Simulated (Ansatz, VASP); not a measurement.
# One calculation of Tl2FeH6, two programs

```xyz
9
Lattice="0.0000 3.5111 3.5111 3.5111 0.0000 3.5111 3.5111 3.5111 0.0000" Properties=species:S:1:pos:R:3 pbc="T T T"
H     1.6994    3.5111    3.5111
H     3.5111    1.6994    3.5111
H     5.3229    3.5111    3.5111
H     3.5111    5.3229    3.5111
H     3.5111    3.5111    1.6994
H     3.5111    3.5111    5.3229
Fe    0.0000    0.0000    0.0000
Tl    1.7556    1.7556    1.7556
Tl    5.2667    5.2667    5.2667
```

Alike in both runs: task single point; functional PBE; k mesh 5 × 5 × 5; collinear spin.

|  | VASP | Ansatz |
| --- | --- | --- |
| version | VASP 6.6.1 | Ansatz 0.2.0 |
| potentials or method | VASP PAW PBE potentials, release 64 (H, Fe, Tl_d), cutoff 520 eV | PAW plane waves |
| occupations | fermi-dirac, width 0.1 eV | fermi-dirac |
| valence electrons in the cell | 40 | 48 |

|  | VASP | Ansatz | Ansatz less VASP |
| --- | --- | --- | --- |
| gap on the k mesh at the Fermi level (eV) | none | none | - |
| pressure (GPa) | 1.7 | 1.9 | +0.21 |
| rms of the force components (eV/Å) | 0.397 | 0.404 | +0.0070 |
| net moment per atom (μB) | 0.08 | 0.08 | +0.004 |
| size of the moment on the site where the two differ most (μB) | 0.69 | 0.61 | -0.078 |

Site moments also hang on the region over which each program counts them. Atom by atom the forces differ by 0.007 eV/Å (rms over components). A gap of «none» marks a metal or a gap that the smearing closes. VASP's potentials hold 40 valence electrons a cell and Ansatz's 48, so a difference there can come from the potentials and not from the codes. Ansatz's warnings: given moment on shells, seeded moment not kept.

Neither program's run includes spin-orbit coupling.
